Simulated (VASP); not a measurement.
Write the native input for VASP 6.6.1 that does the following.

| Quantity | Value |
| --- | --- |
| Task | single point |
| Functional | PBE |
| Potentials or basis | VASP PAW PBE potentials, release 64 (Sn_d, Se) |
| Cutoff | 520 eV |
| k mesh | 10 × 10 × 10 |
| Occupations | gaussian, width 0.02 eV |
| Spin | no spin polarisation |
| Dipole correction | no |
| Further INCAR settings | ALGO = Normal; EDIFF = 1e-07; NBANDS = 17 |

The structure of SnSe lies in POSCAR:

```
SnSe
1.0
    0.0000000000      2.9689401831      2.9689401831
    2.9689401831      0.0000000000      2.9689401831
    2.9689401831      2.9689401831      0.0000000000
Sn Se
1 1
Direct
    0.0000000000      0.0000000000      0.0000000000
    0.5000000000      0.5000000000      0.5000000000
```

This cell differs from its parent crystal: volume scaled by 0.94.

These files were run (other wordings do the same):

INCAR

```
  PREC = Accurate
  ENCUT = 520
  EDIFF = 1E-7
  ISMEAR = 0
  SIGMA = 0.02
  LREAL = False
  LASPH = True
  NELM = 100
  ALGO = Normal
  ISIF = 2
  LWAVE = False
  LCHARG = False
  GGA = PE
  NBANDS = 17
```

KPOINTS

```
regular mesh
0
Gamma
  10 10 10
```

Potentials or basis: VASP PAW PBE potentials, release 64 (Sn_d, Se).

Run with:

```sh
$ cat potpaw_PBE.64/Sn_d/POTCAR potpaw_PBE.64/Se/POTCAR > POTCAR
$ mpirun -np 1 vasp_std > vasp.out
```

It gave:

| Quantity | Value |
| --- | --- |
| Pressure | 3.4 GPa |
| Band gap on the k mesh | 0.52 eV, indirect (least direct gap 0.61 eV) |

Caveat: spin-orbit coupling is left out, which moves the levels of the heavy elements.

Run time: 15 s on 1 thread of Intel(R) Xeon(R) Platinum 8559C (Emerald Rapids), with other jobs on the host, peak memory 0.19 GiB.
